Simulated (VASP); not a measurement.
# KF (Fm-3m) in VASP: notebook

KF is run at these levels: LDA, r2SCAN; tasks: single point.

Program: VASP 6.6.1. These are calculated values, not measurements. Logs are shortened: lines on timing, memory, paths and dates and some standing lists are left out, and cuts for length are marked.

## Step 1: The cell of the first run

The structure is cubic, space group Fm-3m (No. 225). The conventional cell has a = 5.449 Å, b = 5.449 Å, c = 5.449 Å, α = 90.00°, β = 90.00°, γ = 90.00°. Within 3.6 Å of K (site symmetry m-3m) lie 6 F at 2.72 Å. Within 3.6 Å of F (site symmetry m-3m) lie 6 K at 2.72 Å.

## Step 2: Single point, LDA

INCAR reads:

```
PREC = Accurate
ENCUT = 520
EDIFF = 1E-7
ISMEAR = -1
SIGMA = 0.05
LREAL = False
LASPH = True
NELM = 60
ALGO = Normal
ISIF = 2
LWAVE = False
LCHARG = False
GGA = CA
NBANDS = 15
```

KPOINTS reads:

```
Automatic mesh
0
Gamma
  9 9 9
```

POSCAR reads:

```
KF
1.0
    0.0000000000      2.7242525196      2.7242525196
    2.7242525196      0.0000000000      2.7242525196
    2.7242525196      2.7242525196      0.0000000000
K F
1 1
Direct
    0.0000000000      0.0000000000      0.0000000000
    0.5000000000      0.5000000000      0.5000000000
```

Potentials or basis: VASP PAW LDA potentials, release 64 (K_sv, F).

Command:

```console
cat potpaw_LDA.64/K_sv/POTCAR potpaw_LDA.64/F/POTCAR > POTCAR
mpirun -np 1 vasp_std > vasp.out
```

OUTCAR:

```text
PREC = Accurate
   ENCUT = 520
   EDIFF = 1E-7
   ISMEAR = -1
   LREAL = False
   LASPH = True
   NELM = 60
   ISIF = 2
   GGA = CA

 ion  position               nearest neighbor table
   1  0.000  0.000  0.000-   2 2.72   2 2.72   2 2.72   2 2.72   2 2.72   2 2.72
   2  0.500  0.500  0.500-   1 2.72   1 2.72   1 2.72   1 2.72   1 2.72   1 2.72

  LATTYP: Found a face centered cubic cell.
 ALAT       =     5.4485050392

  Lattice vectors:

 A1 = (   0.0000000000,   2.7242525196,   2.7242525196)
 A2 = (   2.7242525196,   0.0000000000,   2.7242525196)
 A3 = (   2.7242525196,   2.7242525196,   0.0000000000)

Analysis of symmetry for initial positions (statically):
=====================================================================
 Subroutine PRICEL returns:
 Original cell was already a primitive cell.

 Routine SETGRP: Setting up the symmetry group for a
 face centered cubic supercell.

 Subroutine GETGRP returns: Found 48 space group operations
 (whereof 48 operations were pure point group operations)
 out of a pool of 48 trial point group operations.

The static configuration has the point symmetry O_h .

Analysis of symmetry for dynamics (positions and initial velocities):
=====================================================================
 Subroutine PRICEL returns:
 Original cell was already a primitive cell.

 Routine SETGRP: Setting up the symmetry group for a
 face centered cubic supercell.

 Subroutine GETGRP returns: Found 48 space group operations
 (whereof 48 operations were pure point group operations)
 out of a pool of 48 trial point group operations.

The dynamic configuration has the point symmetry O_h .

 Subroutine INISYM returns: Found 48 space group operations
 (whereof 48 operations are pure point group operations),
 and found     1 'primitive' translations

----------------------------------------------------------------------------------------

                                     Primitive cell

  volume of cell :      40.4364

  direct lattice vectors                    reciprocal lattice vectors
     0.000000000  2.724252520  2.724252520    -0.183536583  0.183536583  0.183536583
     2.724252520  0.000000000  2.724252520     0.183536583 -0.183536583  0.183536583
     2.724252520  2.724252520  0.000000000     0.183536583  0.183536583 -0.183536583

  length of vectors
     3.852674861  3.852674861  3.852674861     0.317894688  0.317894688  0.317894688

  position of ions in fractional coordinates (direct lattice)
     0.000000000  0.000000000  0.000000000
     0.500000000  0.500000000  0.500000000

  ion indices of the primitive-cell ions
   primitive index   ion index
                 1           1
                 2           2

----------------------------------------------------------------------------------------

 KPOINTS: Automatic mesh

Automatic generation of k-mesh.
 Grid dimensions read from file:
 generate k-points for:    9    9    9

 Generating k-lattice:

  Cartesian coordinates                     Fractional coordinates (reciprocal lattice)
    -0.020392954  0.020392954  0.020392954     0.111111111  0.000000000  0.000000000
     0.020392954 -0.020392954  0.020392954     0.000000000  0.111111111  0.000000000
     0.020392954  0.020392954 -0.020392954     0.000000000  0.000000000  0.111111111

  Length of vectors
     0.035321632  0.035321632  0.035321632

  Shift w.r.t. Gamma in fractional coordinates (k-lattice)
     0.000000000  0.000000000  0.000000000

 Subroutine IBZKPT returns following result:
 ===========================================

 Found     35 irreducible k-points:

 Following reciprocal coordinates:
            Coordinates               Weight
  0.000000  0.000000  0.000000      1.000000
  0.111111  0.000000  0.000000      8.000000
  0.222222  0.000000  0.000000      8.000000
  0.333333  0.000000  0.000000      8.000000
  0.444444  0.000000  0.000000      8.000000
  0.111111  0.111111  0.000000      6.000000
[... 16 lines left out ...]
 -0.333333  0.333333  0.000000     12.000000
  0.444444  0.444444  0.000000      6.000000
 [... further k-points ...]
   k-points           NKPTS =     35   k-points in BZ     NKDIM =     35   number of bands    NBANDS=     15
   number of dos      NEDOS =    301   number of ions     NIONS =      2
   total plane-waves  NPLWV =  27000
   dimension x,y,z NGX =    30 NGY =   30 NGZ =   30
   dimension x,y,z NGXF=    60 NGYF=   60 NGZF=   60
   ions per type =               1   1
   NGX,Y,Z   is equivalent  to a cutoff of  12.95, 12.95, 12.95 a.u.
   NGXF,Y,Z  is equivalent  to a cutoff of  25.89, 25.89, 25.89 a.u.
 SYSTEM =  unknown system
   PREC   = accura    normal or accurate (medium, high low for compatibility)
   ISTART =      0    job   : 0-new  1-cont  2-samecut
   ICHARG =      2    charge: 1-file 2-atom 10-const
   ISPIN  =      1    spin polarized calculation?
   LNONCOLLINEAR =      F non collinear calculations
   LSORBIT =      F    spin-orbit coupling
   LASPH  =      T    aspherical Exc in radial PAW
   ENCUT  =  520.0 eV  38.22 Ry    6.18 a.u.   7.16  7.16  7.16*2*pi/ulx,y,z
   NELM   =     60;   NELMIN=  2; NELMDL= -5     # of ELM steps
   EDIFF  = 0.1E-06   stopping-criterion for ELM
   LREAL  =      F    real-space projection
   EDIFFG = 0.1E-05   stopping-criterion for IOM
   NSW    =      0    number of steps for IOM
   IBRION =     -1    ionic relax: 0-MD 1-quasi-New 2-CG
   NFREE  =      0    steps in history (QN), initial steepest desc. (CG)
   ISIF   =      2    stress and relaxation
   ISYM   =      2    0-nonsym 1-usesym 2-fastsym
   POTIM  = 0.5000    time-step for ionic-motion
   TEBEG  =    0.0;   TEEND  =   0.0 temperature during run
   PSTRESS=    0.0 pullay stress
   NELECT =      16.0000    total number of electrons
   NUPDOWN=      -1.0000    fix difference up-down
   EMIN   =  10.00;   EMAX   =-10.00  energy-range for DOS
   EFERMI =   0.00;   METHOD = LEGACY
   ISMEAR =    -1;   SIGMA  =   0.05  broadening in eV -4-tet -1-fermi 0-gaus
   EFERMI_NEDOS =   21; number of points for ismear=-14 and -15
   IALGO  =     38    algorithm
   IMIX   =      4    mixing-type and parameters
     AMIX     =   0.40;   BMIX     =  1.00
     AMIX_MAG =   1.60;   BMIX_MAG =  1.00
  volume/ion in A,a.u.               =      20.22       136.44
  Fermi-wavevector in a.u.,A,eV,Ry     =   1.201870  2.271205 19.653497  1.444491
  Thomas-Fermi vector in A             =   2.337667
   LORBIT       =      0    0 simple, 1 ext, 2 COOP (PROOUT), +10 PAW based schemes
   GGA     = CA    functional components
   LHFCALC =     F    Hartree Fock is set to
   AEXX    =    0.0000 exact exchange contribution
   IVDW    =     0    specifies the selected vdW correction
   LEPSILON=     F    determine dielectric tensor
   LRPA    =     F    only Hartree local field effects (RPA)
 non-spin polarized calculation
  energy-cutoff  :      520.00
  volume of cell :       40.44
 maximum number of plane-waves:      1113
 NGX is ok and might be reduce to    30
   NGX = 15   NGY = 15   NGZ = 15

 number of electron      15.9999993 magnetization

 Free energy of the ion-electron system (eV)
  ---------------------------------------------------
  ext. energy  EPLUGINS =         0.00000000
  ---------------------------------------------------
  free energy    TOTEN  =        -8.97842629 eV

  energy without entropy =       -8.97842629  energy(sigma->0) =       -8.97842629

 E-fermi :  -2.2325     XC(G=0):  -8.8527

 val. band max:       -3.3781216517   @ k =   0.0000   0.0000   0.0000
 cond. band min:       2.1315440770   @ k =   0.0000   0.0000   0.0000
 fundamental gap:      5.5096657287
 Fermi energy:        -2.2325363021

 k-point     1 :       0.0000    0.0000    0.0000
  band No.  band energies     occupation
      1     -29.1727      2.00000
      2     -21.5644      2.00000
      3     -12.6855      2.00000
      4     -12.6855      2.00000
      5     -12.6855      2.00000
      6      -3.3781      2.00000
      7      -3.3781      2.00000
      8      -3.3781      2.00000
      9       2.1315      0.00000
     10       6.9773      0.00000
     11       6.9773      0.00000
     12       6.9773      0.00000
     13       8.6299      0.00000
     14       8.6299      0.00000
     15      12.6339      0.00000

 k-point     2 :       0.1111    0.0000    0.0000
  band No.  band energies     occupation
      1     -29.1635      2.00000
      2     -21.5726      2.00000
      3     -12.7164      2.00000
      4     -12.6898      2.00000
      5     -12.6898      2.00000
      6      -3.4910      2.00000
      7      -3.4166      2.00000
      8      -3.4166      2.00000
      9       2.4670      0.00000
     10       6.7463      0.00000
     11       7.1396      0.00000
     12       7.1396      0.00000
     13       8.7328      0.00000
     14       8.7328      0.00000
     15      13.2528      0.00000

 k-point     3 :       0.2222    0.0000    0.0000
  band No.  band energies     occupation
      1     -29.1402      2.00000
      2     -21.5931      2.00000
      3     -12.7939      2.00000
      4     -12.7003      2.00000
      5     -12.7003      2.00000
      6      -3.7440      2.00000
      7      -3.5125      2.00000
      8      -3.5125      2.00000
      9       3.3382      0.00000
     10       6.3577      0.00000
     11       7.5607      0.00000
     12       7.5607      0.00000
     13       9.0559      0.00000
     14       9.0559      0.00000
     15      14.3950      0.00000
[... 343 lines left out ...]
 k-point    23 :      -0.3333    0.3333    0.0000
  band No.  band energies     occupation
      1     -29.0782      2.00000
      2     -21.6030      2.00000
      3     -13.0429      2.00000
      4     -12.9009      2.00000
      5     -12.7857      2.00000
      6      -3.8441      2.00000
      7      -3.6251      2.00000
      8      -3.5760      2.00000
      9       5.4157      0.00000
     10       6.3930      0.00000
     11       7.5251      0.00000
     12       9.5220      0.00000
     13       9.7379      0.00000
     14      10.3408      0.00000
     15      12.4539      0.00000

 k-point    24 :       0.4444    0.4444    0.0000
  band No.  band energies     occupation
      1     -29.0780      2.00000
      2     -21.5734      2.00000
      3     -13.1639      2.00000
      4     -12.8702      2.00000
      5     -12.8702      2.00000
      6      -3.6501      2.00000
      7      -3.4454      2.00000
      8      -3.4454      2.00000
      9       4.5275      0.00000
     10       6.1283      0.00000
     11       7.7586      0.00000
     12       9.8467      0.00000
     13      10.3285      0.00000
     14      10.3285      0.00000
     15      11.9000      0.00000

 [... further k-points ...]

------------------------ aborting loop because EDIFF is reached ----------------------------------------

  FORCE on cell =-STRESS in cart. coord.  units (eV):
  Direction    XX          YY          ZZ          XY          YZ          ZX
  --------------------------------------------------------------------------------------
  -------------------------------------------------------------------------------------
  Total       -1.1803832     -1.1803832     -1.1803832      0.0000000      0.0000000      0.0000000
  in kB      -46.7693710    -46.7693710    -46.7693710      0.0000000      0.0000000      0.0000000
  external PRESSURE =     -46.7693710 kB  Pullay stress =       0.0000000 kB

 VOLUME and BASIS-vectors are now :
 -----------------------------------------------------------------------------
  energy-cutoff  :      520.00
  volume of cell :       40.44
      direct lattice vectors                 reciprocal lattice vectors
     0.000000000  2.724252520  2.724252520    -0.183536583  0.183536583  0.183536583
     2.724252520  0.000000000  2.724252520     0.183536583 -0.183536583  0.183536583
     2.724252520  2.724252520  0.000000000     0.183536583  0.183536583 -0.183536583

 POSITION                                       TOTAL-FORCE (eV/Angst)
 -----------------------------------------------------------------------------------
      0.00000      0.00000      0.00000        -0.000000      0.000000     -0.000000
      2.72425      2.72425      2.72425         0.000000      0.000000      0.000000
 -----------------------------------------------------------------------------------
    total drift:                                0.000000      0.000000      0.000000

  FREE ENERGIE OF THE ION-ELECTRON SYSTEM (eV)
  ---------------------------------------------------
  free  energy   TOTEN  =        -8.9784262852 eV

  energy  without entropy=       -8.9784262852  energy(sigma->0) =       -8.97842629
```

Run time: 38 s. Hardware: 1 thread of Intel Xeon 8259CL, shared host; peak memory 0.16 GiB.

What came out:

```
Free energy            : -8.9784 eV
Pressure               : -4.7 GPa
Band gap on the k mesh : 5.51 eV
```

Levels at points of the mesh, in eV from the valence-band top:
```csv
k point,band 4,band 5,band 6,band 7,band 8,band 9,band 10,band 11,band 12,band 13
"(0.00, 0.00, 0.00)",-9.31,-9.31,0.00,0.00,0.00,5.51,10.36,10.36,10.36,12.01
```

Caveat: the cell stands under tension; an odd mesh through Γ misses points on the zone boundary, where band edges can lie. LDA gaps usually lie below the measured ones, often by a third to a half.

[end of part 1 of 3]
